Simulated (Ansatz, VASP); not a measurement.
Ga: VASP beside Ansatz

Contents of INCAR:

```
ALGO = Normal ; EDIFF = 1E-8
ENCUT = 520 ; ISIF = 2
ISMEAR = -1 ; LASPH = T
LCHARG = F ; LEFG = T
LREAL = F ; LWAVE = F
NBANDS = 20 ; NELM = 80
PREC = Accurate ; SIGMA = 0.08
```

KPOINTS

```
k-points
0
Gamma
  12 12 10
```

File POSCAR:

```
Ga
1.0
    1.4737747174     -4.1316511905      0.0000000000
    1.4737747174      4.1316511905      0.0000000000
    0.0000000000      0.0000000000      3.2219764511
Ga
2
Direct
    0.8670000000      0.1330000000      0.2500000000
    0.1330000000      0.8670000000      0.7500000000
```

Input for Ansatz:

```yaml
crystal:
  lattice:
    - [1.4737747174, -4.1316511905, 0.0]
    - [1.4737747174, 4.1316511905, 0.0]
    - [0.0, 0.0, 3.2219764511]
  atoms:
    - { symbol: Ga, position: [0.867, 0.133, 0.25] }
    - { symbol: Ga, position: [0.133, 0.867, 0.75] }
kpoints:
  mp_grid: { grid: [12, 12, 10] }
scf:
  occupations: { method: fermi_dirac, width: 0.08 }
hamiltonian:
  xc: lda
  pseudopotentials: { kind: paw }
output:
  forces: true
  stress: true
  eigenvalues: true
  efg: { contact_densities: true }
  write_density: true
  write_potential: true
  elf: true
  volumetric_format: npy
```

Change from the starting cell: volume scaled by 1.05, PAW files.

Alike in both runs: task electric field gradients; functional LDA; k mesh 12 × 12 × 10; occupations fermi-dirac, width 0.08 eV; no spin polarisation.

|  | VASP | Ansatz |
| --- | --- | --- |
| version | VASP 6.6.1 | Ansatz 0.2.0 |
| potentials or method | VASP PAW LDA potentials, release 64 (Ga_d) | PAW with Ansatz's default frozen-core files, scalar-relativistic |
| plane-wave cutoff (eV) | 520 | 420 |
| valence electrons in the cell | 26 | 26 |

```tsv
	VASP	Ansatz	Ansatz less VASP
pressure (GPa)	-5.6	-5.7	-0.06
traceless stress, the component that is largest in VASP (GPa)	-1.67	-1.66	+0.014
rms of the force components (eV/Å)	0.089	0.088	-0.0016
size of Vzz on the site where it differs most (V/Å²)	26.3	27.1	+0.81
```

LDA's correlation is that of Perdew and Zunger in VASP and of Perdew and Wang (1992) in Ansatz. Atom by atom the forces differ by 0.002 eV/Å (rms over components).
